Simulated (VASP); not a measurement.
# Zn in VASP: notebook

Zn is run at these levels: PBE; tasks: single point.

All numbers are computed with VASP 6.6.1; they aren't measurements. Logs are shortened: lines on timing, memory, paths and dates and some standing lists are left out, and cuts for length are marked.

**1. The cell of the first run**

It takes space group P2_1/m (No. 11, monoclinic). Conventional cell: a = 2.648 Å, b = 4.947 Å, c = 2.665 Å, α = 90.00°, β = 119.35°, γ = 90.00°. Zn (site symmetry m) has 12 Zn at 2.65 to 2.92 Å within 3.5 Å.

**2. Single point, PBE (xy shear strain of +1.5 %)**

INCAR

```
SYSTEM = Zn
PREC = Accurate
ENCUT = 520
EDIFF = 1E-6
ISMEAR = -1
SIGMA = 0.03
LREAL = .False.
LASPH = .True.
NELM = 60
ALGO = Normal
ISIF = 2
LWAVE = .False.
LCHARG = .False.
GGA = PE
NBANDS = 19
```

KPOINTS

```
regular mesh
0
Gamma
  18 18 8
  0 0 0
```

POSCAR

```
Zn
1.0
    2.6647980532      0.0199859854      0.0000000000
   -1.3150906555      2.2977898173      0.0000000000
    0.0000000000      0.0000000000      4.9467000000
Zn
2
Direct
    0.3333333333      0.6666666667      0.2500000000
    0.6666666667      0.3333333333      0.7500000000
```

Potentials or basis: VASP PAW PBE potentials, release 64 (Zn).

Started as:

```sh
$ cat potpaw_PBE.64/Zn/POTCAR > POTCAR
$ mpirun -np 1 vasp_std > vasp.out
```

OUTCAR:

```text
SYSTEM = Zn
   PREC = Accurate
   ENCUT = 520
   EDIFF = 1E-6
   ISMEAR = -1
   LREAL = .False.
   LASPH = .True.
   NELM = 60
   ISIF = 2
   GGA = PE

 ion  position               nearest neighbor table
   1  0.333  0.667  0.250-   2 2.91   2 2.91   2 2.91   2 2.91   2 2.92   2 2.92
   2  0.667  0.333  0.750-   1 2.91   1 2.91   1 2.91   1 2.91   1 2.92   1 2.92

  Warning from LATTYP: Monoclinic adjustment (A1->A3, A2->A1, A3->A2)!
  LATTYP: Found a simple monoclinic cell.
 ALAT       =     2.6475085414
 B/A-ratio  =     1.8684358984
 C/A-ratio  =     1.0065587921
 COS(beta)  =    -0.4902045493

  Lattice vectors:

 A1 = (  -1.3150906555,   2.2977898173,   0.0000000000)
 A2 = (   0.0000000000,   0.0000000000,   4.9467000000)
 A3 = (   2.6647980532,   0.0199859854,   0.0000000000)

Analysis of symmetry for initial positions (statically):
=====================================================================
 Subroutine PRICEL returns:
 Original cell was already a primitive cell.

 Routine SETGRP: Setting up the symmetry group for a
 simple monoclinic supercell.

 Subroutine GETGRP returns: Found  4 space group operations
 (whereof  2 operations were pure point group operations)
 out of a pool of  4 trial point group operations.

The static configuration has the point symmetry S_2 .
 The point group associated with its full space group is C_2h.

Analysis of symmetry for dynamics (positions and initial velocities):
=====================================================================
 Subroutine PRICEL returns:
 Original cell was already a primitive cell.

 Routine SETGRP: Setting up the symmetry group for a
 simple monoclinic supercell.

 Subroutine GETGRP returns: Found  4 space group operations
 (whereof  2 operations were pure point group operations)
 out of a pool of  4 trial point group operations.

The dynamic configuration has the point symmetry S_2 .
 The point group associated with its full space group is C_2h.

 Subroutine INISYM returns: Found  4 space group operations
 (whereof  2 operations are pure point group operations),
 and found     1 'primitive' translations

----------------------------------------------------------------------------------------

                                     Primitive cell

  volume of cell :      30.4194

  direct lattice vectors                    reciprocal lattice vectors
     2.664798053  0.019985985  0.000000000     0.373659040  0.213855727  0.000000000
    -1.315090655  2.297789817  0.000000000    -0.003250055  0.433340715  0.000000000
     0.000000000  0.000000000  4.946700000     0.000000000  0.000000000  0.202154972

  length of vectors
     2.664873000  2.647508541  4.946700000     0.430529151  0.433352903  0.202154972

  position of ions in fractional coordinates (direct lattice)
     0.333333333  0.666666667  0.250000000
     0.666666667  0.333333333  0.750000000

  ion indices of the primitive-cell ions
   primitive index   ion index
                 1           1
                 2           2

----------------------------------------------------------------------------------------

 KPOINTS: regular mesh

Automatic generation of k-mesh.
 Grid dimensions read from file:
 generate k-points for:   18   18    8

 Generating k-lattice:

  Cartesian coordinates                     Fractional coordinates (reciprocal lattice)
     0.020758836  0.011880874  0.000000000     0.055555556 -0.000000000  0.000000000
    -0.000180559  0.024074484  0.000000000     0.000000000  0.055555556  0.000000000
     0.000000000  0.000000000  0.025269372     0.000000000  0.000000000  0.125000000

  Length of vectors
     0.023918286  0.024075161  0.025269372

  Shift w.r.t. Gamma in fractional coordinates (k-lattice)
     0.000000000  0.000000000  0.000000000

 Subroutine IBZKPT returns following result:
 ===========================================

 Found    820 irreducible k-points:

 Following reciprocal coordinates:
            Coordinates               Weight
  0.000000  0.000000  0.000000      1.000000
  0.055556 -0.000000  0.000000      2.000000
  0.111111 -0.000000  0.000000      2.000000
  0.166667  0.000000  0.000000      2.000000
  0.222222  0.000000  0.000000      2.000000
  0.277778  0.000000  0.000000      2.000000
[... 16 lines left out ...]
 -0.333333  0.055556  0.000000      2.000000
 -0.277778  0.055556  0.000000      2.000000
 [... further k-points ...]
   k-points           NKPTS =    820   k-points in BZ     NKDIM =    820   number of bands    NBANDS=     19
   number of dos      NEDOS =    301   number of ions     NIONS =      2
   total plane-waves  NPLWV =  16000
   dimension x,y,z NGX =    20 NGY =   20 NGZ =   40
   dimension x,y,z NGXF=    40 NGYF=   40 NGZF=   80
   ions per type =               2
   NGX,Y,Z   is equivalent  to a cutoff of  12.48, 12.56, 13.44 a.u.
   NGXF,Y,Z  is equivalent  to a cutoff of  24.95, 25.12, 26.89 a.u.
 SYSTEM =  Zn
[... 79 lines left out ...]
     19      23.1565      0.00000

 k-point     3 :       0.1111   -0.0000    0.0000
  band No.  band energies     occupation
      1      -6.9317      2.00000
      2      -5.3513      2.00000
      3      -4.7757      2.00000
      4      -4.6263      2.00000
      5      -4.5731      2.00000
      6      -4.4637      2.00000
[... 11 lines left out ...]
     18      20.7305      0.00000
     19      22.0268      0.00000

 k-point     4 :       0.1667    0.0000    0.0000
  band No.  band energies     occupation
      1      -6.5015      2.00000
      2      -5.2162      2.00000
      3      -4.7626      2.00000
      4      -4.6499      2.00000
      5      -4.5419      2.00000
      6      -4.4332      2.00000
[... 11 lines left out ...]
     18      19.6323      0.00000
     19      20.1715      0.00000

 k-point     5 :       0.2222    0.0000    0.0000
  band No.  band energies     occupation
      1      -5.9573      2.00000
      2      -5.1266      2.00000
      3      -4.7239      2.00000
      4      -4.6537      2.00000
      5      -4.6072      2.00000
      6      -4.4220      2.00000
[... 11 lines left out ...]
     18      19.0170      0.00000
     19      19.0338      0.00000

 k-point     6 :       0.2778    0.0000    0.0000
  band No.  band energies     occupation
      1      -5.4704      2.00000
      2      -5.1281      2.00000
      3      -4.7660      2.00000
      4      -4.6560      2.00000
      5      -4.5321      2.00000
      6      -4.4099      2.00000
[... 11 lines left out ...]
     18      18.5390      0.00000
     19      19.5897      0.00000

 k-point     7 :       0.3333    0.0000    0.0000
  band No.  band energies     occupation
      1      -5.2805      2.00000
      2      -5.1677      2.00000
      3      -4.8941      2.00000
      4      -4.5705      2.00000
      5      -4.4788      2.00000
      6      -4.3615      2.00000
[... 11 lines left out ...]
     18      18.1528      0.00000
     19      19.8944      0.00000

 k-point     8 :       0.3889    0.0000    0.0000
  band No.  band energies     occupation
      1      -5.2767      2.00000
      2      -5.1983      2.00000
      3      -4.9863      2.00000
      4      -4.5343      2.00000
      5      -4.4957      2.00000
      6      -4.3884      2.00000
[... 256 lines left out ...]
 k-point    20 :       0.5000    0.0556    0.0000
  band No.  band energies     occupation
      1      -5.2864      2.00000
      2      -5.1952      2.00000
      3      -5.0479      2.00000
      4      -4.5786      2.00000
      5      -4.4331      2.00000
      6      -4.4200      2.00000
[... 11 lines left out ...]
     18      18.0027      0.00000
     19      18.8047      0.00000

 k-point    21 :      -0.4444    0.0556    0.0000
  band No.  band energies     occupation
      1      -5.2630      2.00000
      2      -5.1792      2.00000
      3      -5.0129      2.00000
      4      -4.5585      2.00000
      5      -4.4657      2.00000
      6      -4.4042      2.00000
[... 11 lines left out ...]
     18      18.2278      0.00000
     19      18.9144      0.00000

 k-point    22 :      -0.3889    0.0556    0.0000
  band No.  band energies     occupation
      1      -5.2330      2.00000
      2      -5.1551      2.00000
      3      -4.9422      2.00000
      4      -4.5276      2.00000
      5      -4.5194      2.00000
      6      -4.3754      2.00000
[... 11 lines left out ...]
     18      18.6531      0.00000
     19      19.1520      0.00000

 k-point    23 :      -0.3333    0.0556    0.0000
  band No.  band energies     occupation
      1      -5.2866      2.00000
      2      -5.1200      2.00000
      3      -4.8357      2.00000
      4      -4.6103      2.00000
      5      -4.4759      2.00000
      6      -4.4661      2.00000
[... 11 lines left out ...]
     18      19.2411      0.00000
     19      19.5305      0.00000

 k-point    24 :      -0.2778    0.0556    0.0000
  band No.  band energies     occupation
      1      -5.6233      2.00000
      2      -5.0892      2.00000
      3      -4.6960      2.00000
      4      -4.6908      2.00000
      5      -4.6413      2.00000
      6      -4.4050      2.00000
[... 11 lines left out ...]
     18      19.2482      0.00000
     19      19.8516      0.00000

 [... further k-points ...]
[... 5 lines left out ...]
  --------------------------------------------------------------------------------------
  -------------------------------------------------------------------------------------
  Total       -0.0495638     -0.0522763      0.1180470     -0.0971889      0.0000000      0.0000000
  in kB       -2.6105061     -2.7533722      6.2174901     -5.1189043      0.0000000      0.0000000
  external PRESSURE =       0.2845373 kB  Pullay stress =       0.0000000 kB

 VOLUME and BASIS-vectors are now :
 -----------------------------------------------------------------------------
  energy-cutoff  :      520.00
  volume of cell :       30.42
      direct lattice vectors                 reciprocal lattice vectors
     2.664798053  0.019985985  0.000000000     0.373659040  0.213855727  0.000000000
    -1.315090655  2.297789817  0.000000000    -0.003250055  0.433340715  0.000000000
     0.000000000  0.000000000  4.946700000     0.000000000  0.000000000  0.202154972

 POSITION                                       TOTAL-FORCE (eV/Angst)
 -----------------------------------------------------------------------------------
      0.01154      1.53852      1.23667         0.006059      0.001690      0.000000
      1.33817      0.77925      3.71002        -0.006059     -0.001690      0.000000
 -----------------------------------------------------------------------------------
    total drift:                                0.000000     -0.000000      0.000000

  FREE ENERGIE OF THE ION-ELECTRON SYSTEM (eV)
  ---------------------------------------------------
  free  energy   TOTEN  =        -2.2148259389 eV

  energy  without entropy=       -2.2134861985  energy(sigma->0) =       -2.21415607
```

Run time: 4.9 min. Hardware: 1 thread of AMD EPYC 7R13 (Zen 3), shared host; peak memory 0.42 GiB.

What came out:

```
Free energy            : -2.2148 eV
Pressure               : 0.0 GPa
Largest force          : 0.006 eV/Å
Band gap on the k mesh : zero (band 12 reaches 4.78 eV, above the bottom of band 13 at 0.07 eV)
```

Forces in eV/Å, atoms in the order of the input:
```
Zn   0.006  0.002  0.000
Zn  -0.006 -0.002  0.000
```

Caveat: the cell differs from its parent crystal (xy shear strain of +1.5 %).

**3. Single point, PBE (volume scaled by 1.05)**

INCAR

```
SYSTEM = Zn
ALGO = Normal
EDIFF = 1E-6
ENCUT = 500
GGA = PE
GGA_COMPAT = .FALSE.
ISIF = 2
ISMEAR = -1
LASPH = .TRUE.
LCHARG = .TRUE.
LELF = .TRUE.
LREAL = .FALSE.
LVHAR = .TRUE.
LWAVE = .FALSE.
NBANDS = 19
NELM = 120
PREC = Accurate
SIGMA = 0.03
```

KPOINTS

```
k-points
0
G
  18 18 8
  0 0 0
```

POSCAR

```
Zn
1.0
    2.7084910329      0.0000000000      0.0000000000
   -1.3542455165      2.3456220404      0.0000000000
    0.0000000000      0.0000000000      5.0278078583
Zn
2
Direct
    0.3333333333      0.6666666667      0.2500000000
    0.6666666667      0.3333333333      0.7500000000
```

Potentials or basis: VASP PAW PBE potentials, release 64 (Zn).

Started as:

```sh
$ cat potpaw_PBE.64/Zn/POTCAR > POTCAR
$ mpirun -np 1 vasp_std > vasp.out
```

It took 52 s on 1 thread of Intel Xeon Platinum 8375C at 2.90GHz (Ice Lake), shared host; peak memory 0.2 GiB.

Results (log left out):

- Free energy: -2.1996 eV
- Pressure: -3.1 GPa
- Band gap on the k mesh: zero (band 12 reaches 4.35 eV, above the bottom of band 13 at -0.30 eV)

Stress tensor (GPa, compression positive):
```
-3.74  0.00  0.00
 0.00 -3.74  0.00
 0.00  0.00 -1.87
```

Levels at points of the mesh, in eV from the Fermi level:
```
           k point  band 10  band 11  band 12  band 13  band 14  band 15
(0.00, 0.00, 0.00)    -7.16    -7.16    -3.53    -3.21    13.05    16.62
(0.50, 0.00, 0.00)    -6.98    -2.83    -2.28     2.37     3.36     3.65
(0.00, 0.00, 0.50)    -7.24    -7.24    -7.24     4.30     4.30    17.87
(0.50, 0.00, 0.50)    -6.99    -1.85    -1.85    -0.13    -0.13     9.68
```

**4. Single point, PBE (volume scaled by 0.95)**

INCAR

```
SYSTEM = Zn
ALGO = Normal
EDIFF = 1E-6
ENCUT = 520
GGA = PE
ISIF = 2
ISMEAR = -1
LASPH = .True.
LCHARG = .True.
LELF = .True.
LREAL = .False.
LVHAR = .True.
LWAVE = .False.
NBANDS = 19
NELM = 80
PREC = Accurate
SIGMA = 0.03
```

KPOINTS

```
k-points
0
Gamma
  18 18 8
  0 0 0
```

POSCAR

```
Zn
1.0
    2.6196232574      0.0000000000      0.0000000000
   -1.3098116287      2.2686602892      0.0000000000
    0.0000000000      0.0000000000      4.8628414268
Zn
2
Direct
    0.3333333333      0.6666666667      0.2500000000
    0.6666666667      0.3333333333      0.7500000000
```

Started as:

```sh
$ cat potpaw_PBE.64/Zn/POTCAR > POTCAR
$ mpirun -np 1 vasp_std > vasp.out
```

Wall time 28 s (1 thread of Intel Xeon 6975P-C (Granite Rapids), shared host); peak memory 0.2 GiB.

The run converged. Its results:

```
Free energy            : -2.1964 eV
Pressure               : 4.3 GPa
Band gap on the k mesh : zero (band 12 reaches 5.14 eV, above the bottom of band 13 at 0.49 eV)
```

Stress tensor (GPa, compression positive):
```
4.40 0.00 0.00
0.00 4.40 0.00
0.00 0.00 4.09
```

Levels at points of the mesh, in eV from the Fermi level:
```
           k point  band 8  band 9  band 10  band 11  band 12  band 13  band 14  band 15  band 16  band 17
(0.00, 0.00, 0.00)   -7.57   -7.57    -7.34    -7.34    -4.05    -3.16    13.93    17.64    17.96    17.96
(0.50, 0.00, 0.00)   -7.35   -7.15    -7.12    -3.16    -2.35     2.60     3.44     4.25     5.67    10.31
(0.00, 0.00, 0.50)   -7.97   -7.43    -7.43    -7.43    -7.43     4.60     4.60    19.31    19.31    19.31
(0.50, 0.00, 0.50)   -7.37   -7.13    -7.13    -2.18    -2.18     0.08     0.08    10.33    10.33    12.21
```

**5. Single point, PBE (volume scaled by 0.975)**

INCAR

```
SYSTEM = Zn
PREC = Accurate
ENCUT = 520
EDIFF = 1E-7
ISMEAR = -1
SIGMA = 0.03
LREAL = .FALSE.
LASPH = .TRUE.
NELM = 100
ALGO = Normal
ISIF = 2
LWAVE = .FALSE.
LCHARG = .TRUE.
GGA = PE
LELF = .TRUE.
LVHAR = .TRUE.
NBANDS = 19
```

KPOINTS

```
Automatic mesh
0
G
  18 18 8
  0 0 0
```

POSCAR

```
Zn
1.0
    2.6424037335      0.0000000000      0.0000000000
   -1.3212018667      2.2883887602      0.0000000000
    0.0000000000      0.0000000000      4.9051291270
Zn
2
Direct
    0.3333333333      0.6666666667      0.2500000000
    0.6666666667      0.3333333333      0.7500000000
```

Started as:

```sh
$ cat potpaw_PBE.64/Zn/POTCAR > POTCAR
$ mpirun -np 1 vasp_std > vasp.out
```

Run time: 34 s. Hardware: 1 thread of Intel Xeon 6975P-C (Granite Rapids), shared host; peak memory 0.2 GiB.

It converged, with:

```
Free energy            : -2.2110 eV
Pressure               : 1.9 GPa
Band gap on the k mesh : zero (band 12 reaches 4.93 eV, above the bottom of band 13 at 0.27 eV)
```

Stress tensor (GPa, compression positive):
```
1.81 0.00 0.00
0.00 1.81 0.00
0.00 0.00 2.21
```

Levels at points of the mesh, in eV from the Fermi level:
| k point | band 10 | band 11 | band 12 | band 13 | band 14 | band 15 |
| --- | --- | --- | --- | --- | --- | --- |
| (0.00, 0.00, 0.00) | -7.30 | -7.30 | -3.92 | -3.18 | 13.69 | 17.36 |
| (0.50, 0.00, 0.00) | -7.09 | -3.08 | -2.34 | 2.53 | 3.41 | 4.08 |
| (0.00, 0.00, 0.50) | -7.39 | -7.39 | -7.39 | 4.51 | 4.51 | 18.92 |
| (0.50, 0.00, 0.50) | -7.10 | -2.10 | -2.10 | 0.02 | 0.02 | 10.15 |

**6. Single point, PBE (volume scaled by 1.025)**

INCAR

```
SYSTEM = Zn
PREC = Accurate ; ENCUT = 520
EDIFF = 1E-6 ; ISMEAR = -1
SIGMA = 0.03 ; LREAL = .False.
LASPH = .True. ; NELM = 80
ALGO = Normal ; ISIF = 2
LWAVE = .False. ; LCHARG = .False.
GGA = PE ; NBANDS = 19
```

KPOINTS

```
regular mesh
0
Gamma
  18 18 8
  0 0 0
```

POSCAR

```
Zn
1.0
    2.6868221764      0.0000000000      0.0000000000
   -1.3434110882      2.3268562602      0.0000000000
    0.0000000000      0.0000000000      4.9875836722
Zn
2
Direct
    0.3333333333      0.6666666667      0.2500000000
    0.6666666667      0.3333333333      0.7500000000
```

Potentials or basis: VASP PAW PBE potentials, release 64 (Zn).

Started as:

```sh
$ cat potpaw_PBE.64/Zn/POTCAR > POTCAR
$ mpirun -np 1 vasp_std > vasp.out
```

It took 31 s on 1 thread of Intel Xeon 6975P-C (Granite Rapids), shared host; peak memory 0.21 GiB.

The run converged. Its results:

```
Free energy            : -2.2112 eV
Pressure               : -1.7 GPa
Band gap on the k mesh : zero (band 12 reaches 4.54 eV, above the bottom of band 13 at -0.12 eV)
```

Stress tensor (GPa, compression positive):
```
-2.20  0.00  0.00
 0.00 -2.20  0.00
 0.00  0.00 -0.68
```

Levels at points of the mesh, in eV from the Fermi level:
| k point | band 10 | band 11 | band 12 | band 13 | band 14 | band 15 |
| --- | --- | --- | --- | --- | --- | --- |
| (0.00, 0.00, 0.00) | -7.21 | -7.21 | -3.66 | -3.21 | 13.24 | 16.85 |
| (0.50, 0.00, 0.00) | -7.03 | -2.92 | -2.31 | 2.41 | 3.37 | 3.78 |
| (0.00, 0.00, 0.50) | -7.30 | -7.30 | -7.30 | 4.36 | 4.36 | 18.20 |
| (0.50, 0.00, 0.50) | -7.03 | -1.94 | -1.94 | -0.09 | -0.09 | 9.82 |

**7. Summary**

| cell | cutoff (eV) | gap on the mesh (eV) | pressure (GPa) |
| --- | --- | --- | --- |
| a = 2.665, b = 2.648, c = 4.947 Å, angles 90.0, 90.0, 119.4°, 2 atoms | 520 | none | 0.0 |
| a = 2.708, b = 2.708, c = 5.028 Å, angles 90.0, 90.0, 120.0°, 2 atoms | 500 | none | -3.1 |
| a = 2.620, b = 2.620, c = 4.863 Å, angles 90.0, 90.0, 120.0°, 2 atoms | 520 | none | 4.3 |
| a = 2.642, b = 2.642, c = 4.905 Å, angles 90.0, 90.0, 120.0°, 2 atoms | 520 | none | 1.9 |
| a = 2.687, b = 2.687, c = 4.988 Å, angles 90.0, 90.0, 120.0°, 2 atoms | 520 | none | -1.7 |

Alike in all rows: task single point; level PBE; potentials or basis VASP PAW PBE potentials, release 64 (Zn); no spin polarisation; k mesh 18 × 18 × 8; smearing fermi-dirac 0.03 eV.

Total energies depend on the potentials used, so only differences within one code and one set of settings carry meaning.
